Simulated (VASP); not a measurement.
Here is a VASP 6.6.1 calculation.

File INCAR:

```
PREC = Accurate ; ENCUT = 520
EDIFF = 1E-6 ; ISMEAR = -1
SIGMA = 0.05 ; LREAL = False
LASPH = True ; NELM = 150
ALGO = Normal ; ISIF = 2
LWAVE = False ; LCHARG = False
ISPIN = 2 ; MAGMOM = 0 2 0 0
LORBIT = 11 ; LMAXMIX = 4
GGA = PS ; IVDW = 12
NBANDS = 30
```

Contents of KPOINTS:

```
regular mesh
0
Gamma
  10 10 10
```

POSCAR

```
VWC2
1.0
    1.4942557260      0.8627089456      4.8483779536
   -1.4942557260      0.8627089456      4.8483779536
    0.0000000000     -1.7254178912      4.8483779536
W V C
1 1 2
Direct
    0.0000000000      0.0000000000      0.0000000000
    0.5000000000      0.5000000000      0.5000000000
    0.2461522240      0.2461522240      0.2461522240
    0.7538477760      0.7538477760      0.7538477760
```

Potentials or basis: VASP PAW PBE potentials, release 64 (W_sv, V_sv, C).

Run with:

```sh
$ cat potpaw_PBE.64/W_sv/POTCAR potpaw_PBE.64/V_sv/POTCAR potpaw_PBE.64/C/POTCAR > POTCAR
$ mpirun -np 1 vasp_std > vasp.out
```

(1) Predict the net moment.

(2) Estimate the pressure.

(3) Predict the largest force.

(4) What does it give for the dispersion energy per atom?

Answers

(1) 0.00 μB per cell.

(2) -0.9 GPa.

(3) 0.023 eV/Å.

(4) -0.442 eV.

Caveat: three body term missing; the moments typed at the start vanished in this run; the PAW data sets were made with another functional, which shifts forces and pressure a little.
